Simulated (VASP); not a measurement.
Here is a VASP 6.6.1 calculation.

File INCAR:

```
PREC = Accurate ; ENCUT = 520
EDIFF = 1E-6 ; ISMEAR = -1
SIGMA = 0.1 ; LREAL = False
LASPH = True ; NELM = 80
ALGO = Normal ; ISIF = 2
LWAVE = False ; LCHARG = True
GGA = PE ; LELF = True
LVHAR = True ; NBANDS = 13
```

Contents of KPOINTS:

```
Automatic mesh
0
Gamma
  9 9 9
```

Contents of POSCAR:

```
W
1.0
    2.5062407736      0.0000000000      0.0000000000
    0.0000000000      2.5062407736      0.0000000000
    0.0000000000      0.0000000000      2.5062407736
W
1
Direct
    0.0000000000      0.0000000000      0.0000000000
```

Potentials or basis: VASP PAW PBE potentials, release 64 (W_sv).

Run with:

```bash
$ cat potpaw_PBE.64/W_sv/POTCAR > POTCAR
$ mpirun -np 1 vasp_std > vasp.out
```

Question: What does it give for the band gap on the k mesh?

Answer: Zero (band 7 reaches 13.47 eV, above the bottom of band 8 at 10.97 eV).

Question: Predict the pressure.

Answer: 46.7 GPa.

Caveat: spin-orbit coupling is left out, which moves the levels of the heavy elements.
